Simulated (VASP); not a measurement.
# Ge (Fd-3m) in VASP: settings compared, part 2 of 2

VASP 6.6.1.

## Step 4: Single point, r2SCAN (strain -1.5%)

Input file POSCAR:

```
Ge
1.0
    0.0000000000      2.7943204091      2.7943204091
    2.7943204091      0.0000000000      2.7943204091
    2.7943204091      2.7943204091      0.0000000000
Ge
2
Direct
    0.0000000000      0.0000000000      0.0000000000
    0.2500000000      0.2500000000      0.2500000000
```

Input file INCAR.step1:

```
SYSTEM = Ge
PREC = Accurate ; ENCUT = 520
ISMEAR = 0 ; SIGMA = 0.01
LREAL = .FALSE. ; LASPH = .TRUE.
NELM = 80 ; NBANDS = 21
GGA = PE ; ALGO = Normal
EDIFF = 1E-4 ; LWAVE = .TRUE.
LCHARG = .FALSE.
```

Input file INCAR.step2:

```
SYSTEM = Ge
PREC = Accurate ; ENCUT = 520
EDIFF = 1E-6 ; ISMEAR = 0
SIGMA = 0.01 ; LREAL = .FALSE.
LASPH = .TRUE. ; NELM = 80
ALGO = Normal ; ISIF = 2
LWAVE = .FALSE. ; LCHARG = .FALSE.
METAGGA = R2SCAN ; LMIXTAU = .TRUE.
NBANDS = 21 ; ISTART = 1
```

Input file KPOINTS:

```
regular mesh
0
G
  8 8 8
  0 0 0
```

Potentials or basis: VASP PAW PBE potentials, release 64 (Ge_d).

Command:

```bash
cat potpaw_PBE.64/Ge_d/POTCAR > POTCAR
cp INCAR.step1 INCAR
mpirun -np 1 vasp_std > vasp.out
cp INCAR.step2 INCAR
mpirun -np 1 vasp_std > vasp.out
```

OUTCAR:

```text
SYSTEM = Ge
   PREC = Accurate
   ENCUT = 520
   EDIFF = 1E-6
   ISMEAR = 0
   LREAL = .FALSE.
   LASPH = .TRUE.
   NELM = 80
   ISIF = 2
   METAGGA = R2SCAN
   ISTART = 1

 ion  position               nearest neighbor table
   1  0.000  0.000  0.000-   2 2.42   2 2.42   2 2.42   2 2.42
   2  0.250  0.250  0.250-   1 2.42   1 2.42   1 2.42   1 2.42

  LATTYP: Found a face centered cubic cell.
 ALAT       =     5.5886408182

  Lattice vectors:

 A1 = (   0.0000000000,   2.7943204091,   2.7943204091)
 A2 = (   2.7943204091,   0.0000000000,   2.7943204091)
 A3 = (   2.7943204091,   2.7943204091,   0.0000000000)

Analysis of symmetry for initial positions (statically):
=====================================================================
 Subroutine PRICEL returns:
 Original cell was already a primitive cell.

 Routine SETGRP: Setting up the symmetry group for a
 face centered cubic supercell.

 Subroutine GETGRP returns: Found 48 space group operations
 (whereof 24 operations were pure point group operations)
 out of a pool of 48 trial point group operations.

The static configuration has the point symmetry T_d .
[... 157 lines left out ...]
  ---------------------------------------------------
  ext. energy  EPLUGINS =         0.00000000
  ---------------------------------------------------
  free energy    TOTEN  =       -27.71270078 eV

  energy without entropy =      -27.71270078  energy(sigma->0) =      -27.71270078

 E-fermi :   5.2872     XC(G=0): -11.0126

 val. band max:        5.1736477132   @ k =   0.0000   0.0000   0.0000
 cond. band min:       5.7423455201   @ k =   0.5000   0.0000   0.0000
 fundamental gap:      0.5686978069
 Fermi energy:         5.2872378518

 k-point     1 :       0.0000    0.0000    0.0000
  band No.  band energies     occupation
      1     -20.3786      2.00000
      2     -20.3786      2.00000
      3     -20.3786      2.00000
      4     -20.3360      2.00000
      5     -20.3360      2.00000
      6     -20.0973      2.00000
[... 565 lines left out ...]
     20      16.9270      0.00000
     21      17.5553      0.00000

 [... further k-points ...]
[... 5 lines left out ...]
  --------------------------------------------------------------------------------------
  -------------------------------------------------------------------------------------
  Total        1.0053561      1.0053561      1.0053561     -0.0000000     -0.0000000      0.0000000
  in kB       36.9123656     36.9123656     36.9123656     -0.0000000     -0.0000000      0.0000000
  external PRESSURE =      36.9123656 kB  Pullay stress =       0.0000000 kB

 VOLUME and BASIS-vectors are now :
 -----------------------------------------------------------------------------
  energy-cutoff  :      520.00
  volume of cell :       43.64
      direct lattice vectors                 reciprocal lattice vectors
     0.000000000  2.794320409  2.794320409    -0.178934384  0.178934384  0.178934384
     2.794320409  0.000000000  2.794320409     0.178934384 -0.178934384  0.178934384
     2.794320409  2.794320409  0.000000000     0.178934384  0.178934384 -0.178934384

 POSITION                                       TOTAL-FORCE (eV/Angst)
 -----------------------------------------------------------------------------------
      0.00000      0.00000      0.00000        -0.000000      0.000000     -0.000000
      1.39716      1.39716      1.39716         0.000000     -0.000000      0.000000
 -----------------------------------------------------------------------------------
    total drift:                                0.000000     -0.000000      0.000000

  FREE ENERGIE OF THE ION-ELECTRON SYSTEM (eV)
  ---------------------------------------------------
  free  energy   TOTEN  =       -27.7127007781 eV

  energy  without entropy=      -27.7127007781  energy(sigma->0) =      -27.71270078
```

OSZICAR.step1:

```text
N       E                     dE             d eps       ncg     rms          rms(c)
DAV:   1     0.188253400016E+03    0.18825E+03   -0.14413E+04  1354   0.366E+03
DAV:   2     0.179366705763E+02   -0.17032E+03   -0.16445E+03  1228   0.624E+02
DAV:   3    -0.819113008414E+01   -0.26128E+02   -0.25822E+02  1378   0.142E+02
DAV:   4    -0.903394010400E+01   -0.84281E+00   -0.84223E+00  1413   0.297E+01
DAV:   5    -0.904771620566E+01   -0.13776E-01   -0.13776E-01  1358   0.418E+00    0.337E+00
DAV:   6    -0.898033257193E+01    0.67384E-01   -0.23349E-02  1406   0.139E+00    0.200E+00
DAV:   7    -0.894551931845E+01    0.34813E-01   -0.53492E-02  1385   0.198E+00    0.151E-01
DAV:   8    -0.894729194726E+01   -0.17726E-02   -0.59756E-03  1353   0.881E-01    0.442E-02
DAV:   9    -0.894742842724E+01   -0.13648E-03   -0.19909E-04  1133   0.186E-01    0.153E-02
DAV:  10    -0.894744012009E+01   -0.11693E-04   -0.25189E-05   839   0.597E-02
   1 F= -.89474401E+01 E0= -.89474401E+01  d E =-.892877E-73
```

Wall time 79 s (1 thread of Intel Xeon Platinum 8375C at 2.90GHz (Ice Lake), shared host); peak memory 0.17 GiB.

What came out:

```yaml
Free_energy: -27.7127 eV
Pressure: 3.7 GPa
Band_gap_on_the_k_mesh: 0.57 eV, indirect (least direct gap 0.76 eV)
```

Caveat: the cell differs from its parent crystal (strain -1.5%); the PAW data sets were made with another functional, which shifts forces and pressure a little. A k mesh can miss the band edges.

## Step 5: The runs side by side

```csv
level,cell,smearing,gap on the mesh (eV),pressure (GPa)
PBE,"a = 3.952 Å, angles 60.0°, 2 atoms",fermi-dirac 0.02 eV,0.30,6.6
PBE,"a = 4.012 Å, angles 60.0°, 2 atoms",fermi-dirac 0.02 eV,none,2.9
r2SCAN,"a = 3.952 Å, angles 60.0°, 2 atoms",gaussian 0.01 eV,0.57,3.7
```

Alike in all rows: task single point; potentials or basis VASP PAW PBE potentials, release 64 (Ge_d); no spin polarisation; k mesh 8 × 8 × 8; cutoff (eV) 520.

Caveats: the PAW data sets were made with another functional, which shifts forces and pressure a little (some runs).

Total energies depend on the potentials used, so only differences within one code and one set of settings carry meaning.
